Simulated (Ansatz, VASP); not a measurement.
**Two plane-wave programs on Mg9O8**

```
CELL_PARAMETERS angstrom
0.00000 4.02600 4.02600
4.02600 0.00000 4.02600
4.02600 4.02600 0.00000
ATOMIC_POSITIONS crystal
Mg 0.98914 0.00734 0.00138
Mg 0.12360 0.95830 0.45968
Mg 0.98916 0.50219 0.00133
Mg 0.98877 0.50155 0.50821
Mg 0.48565 0.98872 0.03688
Mg 0.48622 0.98862 0.48931
Mg 0.47352 0.50812 0.01009
Mg 0.48624 0.53576 0.48930
Mg 0.70059 0.09906 0.60113
O 0.24834 0.26961 0.24139
O 0.26728 0.24395 0.74472
O 0.24844 0.74056 0.24136
O 0.24969 0.74009 0.77006
O 0.71456 0.27716 0.23133
O 0.71271 0.27867 0.77828
O 0.75589 0.74784 0.24841
O 0.71261 0.73022 0.77850
```

Alike in both runs: functional PBE; k mesh 2 × 2 × 2; occupations gaussian, width 0.05 eV; no spin polarisation.

Ansatz relaxed the structure, and its values are those at the end. VASP's run is a single point on that final structure, the one shown.

```csv
,VASP,Ansatz
version,VASP 6.6.1,Ansatz 0.2.0
potentials or method,"VASP PAW PBE potentials, release 64 (Mg_sv, O), cutoff 750 eV","scalar-relativistic, plane waves, PAW"
valence electrons in the cell,138,138
```

|  | VASP | Ansatz | Ansatz less VASP |
| --- | --- | --- | --- |
| rms of the force components (eV/Å) | 0.010 | 0.009 | -0.0016 |

The k mesh is coarse, so the values compare programs but aren't converged.
